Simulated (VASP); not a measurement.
A run of VASP 6.6.1 is set up as follows.

INCAR

```
  ALGO = Normal
  EDIFF = 1E-6
  ENCUT = 520
  GGA = PE
  ISIF = 2
  ISMEAR = 0
  IVDW = 13
  LASPH = T
  LCHARG = T
  LELF = T
  LREAL = F
  LVHAR = T
  LWAVE = F
  NBANDS = 33
  NELM = 60
  PREC = Accurate
  SIGMA = 0.1
```

The input KPOINTS:

```
k-points
0
Gamma
  12 12 6
```

The input POSCAR:

```
Ta4O
1.0
    3.2372764145      0.0000000000      0.0000000000
    0.0000000000      3.2372764145      0.0000000000
    0.0000000000      0.0000000000      7.3747517489
Ta O
4 1
Direct
    0.0000000000      0.0000000000      0.5000000000
    0.5000000000      0.5000000000      0.7828425407
    0.5000000000      0.5000000000      0.2171574593
    0.0000000000      0.0000000000      0.0000000000
    0.5000000000      0.5000000000      0.5000000000
```

Potentials or basis: VASP PAW PBE potentials, release 64 (Ta_pv, O).

Launch:

```bash
$ cat potpaw_PBE.64/Ta_pv/POTCAR potpaw_PBE.64/O/POTCAR > POTCAR
$ mpirun -np 1 vasp_std > vasp.out
```

(1) Estimate the dispersion energy per atom.

(2) Estimate the band gap on the k mesh.

(3) Predict the largest force.

(4) Predict the pressure.

## Answers

(1) -0.291 eV.

(2) zero (bands 25 and 26 overlap by 1.00 eV).

(3) 0.036 eV/Å.

(4) 0.2 GPa.

Caveat: spin-orbit coupling is left out, which moves the levels of the heavy elements.
